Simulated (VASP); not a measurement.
Input of a VASP 6.6.1 run:

File INCAR:

```
  ALGO = Fast
  EDIFF = 1E-7
  ENCUT = 520
  GGA = PS
  ISIF = 2
  ISMEAR = 0
  LASPH = True
  LCHARG = False
  LREAL = False
  LWAVE = False
  NBANDS = 12
  NELM = 80
  PREC = Accurate
  SIGMA = 0.15
```

KPOINTS

```
k-points
0
Gamma
  20 20 20
```

POSCAR

```
In
1.0
   -1.6261500000      1.6261500000      2.5481685000
    1.6261500000     -1.6261500000      2.5481685000
    1.6261500000      1.6261500000     -2.5481685000
In
1
Direct
    0.0000000000      0.0000000000      0.0000000000
```

Potentials or basis: VASP PAW PBE potentials, release 64 (In_d).

Run with:

```sh
$ cat potpaw_PBE.64/In_d/POTCAR > POTCAR
$ mpirun -np 1 vasp_std > vasp.out
```

Problem. Predict the pressure.

Solution. -2.0 GPa.

Stress tensor (GPa, compression positive):
```
-1.96  0.00  0.00
 0.00 -1.96  0.00
 0.00  0.00 -2.08
```

Caveat: the cell differs from its parent crystal (strain +0.000 along x and y, +0.030 along z); the PAW data sets were made with another functional, which shifts forces and pressure a little.
